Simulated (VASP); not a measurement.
# InP (Fm-3m) in VASP: settings compared

InP is run at these levels: PBEsol, RPBE, LDA; tasks: single point.

Program: VASP 6.6.1. These are calculated values, not measurements. Logs are shortened: lines on timing, memory, paths and dates and some standing lists are left out, and cuts for length are marked.

## (1) The cell of the first run

It takes space group Fm-3m (No. 225, cubic). Conventional cell: a = 5.419 Å, b = 5.419 Å, c = 5.419 Å, α = 90.00°, β = 90.00°, γ = 90.00°. Within 3.6 Å of In (site symmetry m-3m) lie 6 P at 2.71 Å. P (site symmetry m-3m) has 6 In at 2.71 Å within 3.6 Å.

## (2) Single point, PBEsol (volume scaled by 0.98)

File INCAR:

```
SYSTEM = InP
  PREC = Accurate
  ENCUT = 500
  EDIFF = 1E-6
  ISMEAR = 0
  SIGMA = 0.05
  LREAL = .FALSE.
  LASPH = .TRUE.
  NELM = 120
  ALGO = Normal
  ISIF = 2
  LWAVE = .FALSE.
  LCHARG = .FALSE.
  GGA = PS
  NBANDS = 16
  GGA_COMPAT = .FALSE.
```

File KPOINTS:

```
regular mesh
0
G
  8 8 8
  0 0 0
```

File POSCAR:

```
InP
1.0
    0.0000000000      2.7095938653      2.7095938653
    2.7095938653      0.0000000000      2.7095938653
    2.7095938653      2.7095938653      0.0000000000
In P
1 1
Direct
    0.0000000000      0.0000000000      0.0000000000
    0.5000000000      0.5000000000      0.5000000000
```

Potentials or basis: VASP PAW PBE potentials, release 64 (In_d, P).

The run is started by

```bash
> cat potpaw_PBE.64/In_d/POTCAR potpaw_PBE.64/P/POTCAR > POTCAR
> mpirun -np 1 vasp_std > vasp.out
```

OUTCAR:

```text
SYSTEM = InP
   PREC = Accurate
   ENCUT = 500
   EDIFF = 1E-6
   ISMEAR = 0
   LREAL = .FALSE.
   LASPH = .TRUE.
   NELM = 120
   ISIF = 2
   GGA = PS

 ion  position               nearest neighbor table
   1  0.000  0.000  0.000-   2 2.71   2 2.71   2 2.71   2 2.71   2 2.71   2 2.71
   2  0.500  0.500  0.500-   1 2.71   1 2.71   1 2.71   1 2.71   1 2.71   1 2.71

  LATTYP: Found a face centered cubic cell.
 ALAT       =     5.4191877306

  Lattice vectors:

 A1 = (   0.0000000000,   2.7095938653,   2.7095938653)
 A2 = (   2.7095938653,   0.0000000000,   2.7095938653)
 A3 = (   2.7095938653,   2.7095938653,   0.0000000000)

Analysis of symmetry for initial positions (statically):
=====================================================================
 Subroutine PRICEL returns:
 Original cell was already a primitive cell.

 Routine SETGRP: Setting up the symmetry group for a
 face centered cubic supercell.

 Subroutine GETGRP returns: Found 48 space group operations
 (whereof 48 operations were pure point group operations)
 out of a pool of 48 trial point group operations.

The static configuration has the point symmetry O_h .

Analysis of symmetry for dynamics (positions and initial velocities):
=====================================================================
 Subroutine PRICEL returns:
 Original cell was already a primitive cell.

 Routine SETGRP: Setting up the symmetry group for a
 face centered cubic supercell.

 Subroutine GETGRP returns: Found 48 space group operations
 (whereof 48 operations were pure point group operations)
 out of a pool of 48 trial point group operations.

The dynamic configuration has the point symmetry O_h .

 Subroutine INISYM returns: Found 48 space group operations
 (whereof 48 operations are pure point group operations),
 and found     1 'primitive' translations

----------------------------------------------------------------------------------------

                                     Primitive cell

  volume of cell :      39.7871

  direct lattice vectors                    reciprocal lattice vectors
     0.000000000  2.709593865  2.709593865    -0.184529500  0.184529500  0.184529500
     2.709593865  0.000000000  2.709593865     0.184529500 -0.184529500  0.184529500
     2.709593865  2.709593865  0.000000000     0.184529500  0.184529500 -0.184529500

  length of vectors
     3.831944393  3.831944393  3.831944393     0.319614469  0.319614469  0.319614469

  position of ions in fractional coordinates (direct lattice)
     0.000000000  0.000000000  0.000000000
     0.500000000  0.500000000  0.500000000

  ion indices of the primitive-cell ions
   primitive index   ion index
                 1           1
                 2           2

----------------------------------------------------------------------------------------

 KPOINTS: regular mesh

Automatic generation of k-mesh.
 Grid dimensions read from file:
 generate k-points for:    8    8    8

 Generating k-lattice:

  Cartesian coordinates                     Fractional coordinates (reciprocal lattice)
    -0.023066187  0.023066187  0.023066187     0.125000000  0.000000000  0.000000000
     0.023066187 -0.023066187  0.023066187     0.000000000  0.125000000  0.000000000
     0.023066187  0.023066187 -0.023066187     0.000000000  0.000000000  0.125000000

  Length of vectors
     0.039951809  0.039951809  0.039951809

  Shift w.r.t. Gamma in fractional coordinates (k-lattice)
     0.000000000  0.000000000  0.000000000

 Subroutine IBZKPT returns following result:
 ===========================================

 Found     29 irreducible k-points:

 Following reciprocal coordinates:
            Coordinates               Weight
  0.000000  0.000000  0.000000      1.000000
  0.125000  0.000000  0.000000      8.000000
  0.250000  0.000000  0.000000      8.000000
  0.375000  0.000000  0.000000      8.000000
  0.500000  0.000000  0.000000      4.000000
  0.125000  0.125000  0.000000      6.000000
[... 16 lines left out ...]
  0.500000  0.250000  0.125000     48.000000
 -0.375000  0.250000  0.125000     24.000000
 [... further k-points ...]
   k-points           NKPTS =     29   k-points in BZ     NKDIM =     29   number of bands    NBANDS=     16
   number of dos      NEDOS =    301   number of ions     NIONS =      2
   total plane-waves  NPLWV =  21952
   dimension x,y,z NGX =    28 NGY =   28 NGZ =   28
   dimension x,y,z NGXF=    56 NGYF=   56 NGZF=   56
   ions per type =               1   1
   NGX,Y,Z   is equivalent  to a cutoff of  12.15, 12.15, 12.15 a.u.
   NGXF,Y,Z  is equivalent  to a cutoff of  24.30, 24.30, 24.30 a.u.
 SYSTEM =  InP
   PREC   = accura    normal or accurate (medium, high low for compatibility)
   ISTART =      0    job   : 0-new  1-cont  2-samecut
   ICHARG =      2    charge: 1-file 2-atom 10-const
   ISPIN  =      1    spin polarized calculation?
   LNONCOLLINEAR =      F non collinear calculations
   LSORBIT =      F    spin-orbit coupling
   LASPH  =      T    aspherical Exc in radial PAW
   ENCUT  =  500.0 eV  36.75 Ry    6.06 a.u.   6.99  6.99  6.99*2*pi/ulx,y,z
   NELM   =    120;   NELMIN=  2; NELMDL= -5     # of ELM steps
   EDIFF  = 0.1E-05   stopping-criterion for ELM
   LREAL  =      F    real-space projection
   EDIFFG = 0.1E-04   stopping-criterion for IOM
   NSW    =      0    number of steps for IOM
   IBRION =     -1    ionic relax: 0-MD 1-quasi-New 2-CG
   NFREE  =      0    steps in history (QN), initial steepest desc. (CG)
   ISIF   =      2    stress and relaxation
   ISYM   =      2    0-nonsym 1-usesym 2-fastsym
   POTIM  = 0.5000    time-step for ionic-motion
   TEBEG  =    0.0;   TEEND  =   0.0 temperature during run
   PSTRESS=    0.0 pullay stress
   NELECT =      18.0000    total number of electrons
   NUPDOWN=      -1.0000    fix difference up-down
   EMIN   =  10.00;   EMAX   =-10.00  energy-range for DOS
   EFERMI =   0.00;   METHOD = LEGACY
   ISMEAR =     0;   SIGMA  =   0.05  broadening in eV -4-tet -1-fermi 0-gaus
   EFERMI_NEDOS =   21; number of points for ismear=-14 and -15
   IALGO  =     38    algorithm
   IMIX   =      4    mixing-type and parameters
     AMIX     =   0.40;   BMIX     =  1.00
     AMIX_MAG =   1.60;   BMIX_MAG =  1.00
  volume/ion in A,a.u.               =      19.89       134.25
  Fermi-wavevector in a.u.,A,eV,Ry     =   1.256757  2.374927 21.489576  1.579439
  Thomas-Fermi vector in A             =   2.390450
   LORBIT       =      0    0 simple, 1 ext, 2 COOP (PROOUT), +10 PAW based schemes
   GGA     = PS    functional components
   LHFCALC =     F    Hartree Fock is set to
   AEXX    =    0.0000 exact exchange contribution
   IVDW    =     0    specifies the selected vdW correction
   LEPSILON=     F    determine dielectric tensor
   LRPA    =     F    only Hartree local field effects (RPA)
 non-spin polarized calculation
 Gauss-broadening in eV      SIGMA  =   0.05
  energy-cutoff  :      500.00
  volume of cell :       39.79
 maximum number of plane-waves:      1036
   NGX = 13   NGY = 13   NGZ = 13

 number of electron      18.0000010 magnetization

 Free energy of the ion-electron system (eV)
  ---------------------------------------------------
  ext. energy  EPLUGINS =         0.00000000
  ---------------------------------------------------
  free energy    TOTEN  =        -8.78019618 eV

  energy without entropy =       -8.77810572  energy(sigma->0) =       -8.77915095

 E-fermi :   7.8815     XC(G=0): -10.8517

 val. band max:        7.8744885337   @ k =  -0.3750   0.5000   0.1250
 cond. band min:       7.9117971313   @ k =  -0.3750   0.3750   0.0000
 fundamental gap:      0.0373085976
 Fermi energy:         7.8814693718

 k-point     1 :       0.0000    0.0000    0.0000
  band No.  band energies     occupation
      1      -6.5094      2.00000
      2      -6.5094      2.00000
      3      -6.4844      2.00000
      4      -6.4844      2.00000
      5      -6.4844      2.00000
      6      -4.7714      2.00000
[... 8 lines left out ...]
     15      16.5420      0.00000
     16      16.5420      0.00000

 k-point     2 :       0.1250    0.0000    0.0000
  band No.  band energies     occupation
      1      -6.5192      2.00000
      2      -6.5192      2.00000
      3      -6.4858      2.00000
      4      -6.4712      2.00000
      5      -6.4712      2.00000
      6      -4.5607      2.00000
[... 8 lines left out ...]
     15      15.6450      0.00000
     16      16.2991      0.00000

 k-point     3 :       0.2500    0.0000    0.0000
  band No.  band energies     occupation
      1      -6.5476      2.00000
      2      -6.5476      2.00000
      3      -6.4920      2.00000
      4      -6.4342      2.00000
      5      -6.4342      2.00000
      6      -3.9463      2.00000
[... 8 lines left out ...]
     15      16.5347      0.00000
     16      16.5347      0.00000

 k-point     4 :       0.3750    0.0000    0.0000
  band No.  band energies     occupation
      1      -6.5766      2.00000
      2      -6.5766      2.00000
      3      -6.5011      2.00000
      4      -6.3959      2.00000
      5      -6.3959      2.00000
      6      -3.0437      2.00000
[... 8 lines left out ...]
     15      18.0612      0.00000
     16      18.0612      0.00000
[... 324 lines left out ...]
 k-point    22 :       0.3750    0.2500    0.1250
  band No.  band energies     occupation
      1      -6.6459      2.00000
      2      -6.5181      2.00000
      3      -6.5013      2.00000
      4      -6.4175      2.00000
      5      -6.4129      2.00000
      6      -3.3381      2.00000
[... 8 lines left out ...]
     15      19.2929      0.00000
     16      19.3939      0.00000

 k-point    23 :       0.5000    0.2500    0.1250
  band No.  band energies     occupation
      1      -6.6834      2.00000
      2      -6.5398      2.00000
      3      -6.4857      2.00000
      4      -6.4169      2.00000
      5      -6.3845      2.00000
      6      -2.4285      2.00000
[... 8 lines left out ...]
     15      19.2779      0.00000
     16      20.3989      0.00000

 k-point    24 :      -0.3750    0.2500    0.1250
  band No.  band energies     occupation
      1      -6.6960      2.00000
      2      -6.5508      2.00000
      3      -6.4715      2.00000
      4      -6.4255      2.00000
      5      -6.3714      2.00000
      6      -1.8381      2.00000
[... 8 lines left out ...]
     15      17.9950      0.00000
     16      20.8555      0.00000

 [... further k-points ...]

------------------------ aborting loop because EDIFF is reached ----------------------------------------

  FORCE on cell =-STRESS in cart. coord.  units (eV):
  Direction    XX          YY          ZZ          XY          YZ          ZX
  --------------------------------------------------------------------------------------
  -------------------------------------------------------------------------------------
  Total        0.4562055      0.4562055      0.4562055      0.0000000     -0.0000000     -0.0000000
  in kB       18.3708165     18.3708165     18.3708165      0.0000000     -0.0000000     -0.0000000
  external PRESSURE =      18.3708165 kB  Pullay stress =       0.0000000 kB

 VOLUME and BASIS-vectors are now :
 -----------------------------------------------------------------------------
  energy-cutoff  :      500.00
  volume of cell :       39.79
      direct lattice vectors                 reciprocal lattice vectors
     0.000000000  2.709593865  2.709593865    -0.184529500  0.184529500  0.184529500
     2.709593865  0.000000000  2.709593865     0.184529500 -0.184529500  0.184529500
     2.709593865  2.709593865  0.000000000     0.184529500  0.184529500 -0.184529500

 POSITION                                       TOTAL-FORCE (eV/Angst)
 -----------------------------------------------------------------------------------
      0.00000      0.00000      0.00000        -0.000000      0.000000     -0.000000
      2.70959      2.70959      2.70959         0.000000      0.000000      0.000000
 -----------------------------------------------------------------------------------
    total drift:                               -0.000000      0.000000      0.000000

  FREE ENERGIE OF THE ION-ELECTRON SYSTEM (eV)
  ---------------------------------------------------
  free  energy   TOTEN  =        -8.7801961824 eV

  energy  without entropy=       -8.7781057217  energy(sigma->0) =       -8.77915095
```

Wall time 31 s (1 thread of Intel Xeon 8259CL, shared host); peak memory 0.16 GiB.

What came out:

```yaml
Free_energy: -8.7802 eV
Pressure: 1.8 GPa
Band_gap_on_the_k_mesh: zero (band 9 reaches 8.10 eV, above the bottom of band 10 at 5.25 eV)
```

Levels at points of the mesh, in eV from the Fermi level:
```tsv
k point	band 5	band 6	band 7	band 8	band 9	band 10	band 11	band 12	band 13	band 14
(0.00, 0.00, 0.00)	-14.37	-12.65	-0.44	-0.44	-0.44	0.89	6.95	6.95	6.95	8.66
(0.50, 0.00, 0.00)	-14.26	-10.32	-7.18	0.07	0.07	2.31	3.20	3.20	5.53	11.25
(0.50, 0.50, 0.00)	-14.22	-8.99	-5.54	-2.69	-2.69	-2.63	3.49	10.24	10.24	10.54
```

Caveat: the PAW data sets were made with another functional, which shifts forces and pressure a little; spin-orbit coupling is left out, which moves the levels of the heavy elements.

(Continued in part 2 of 2.)
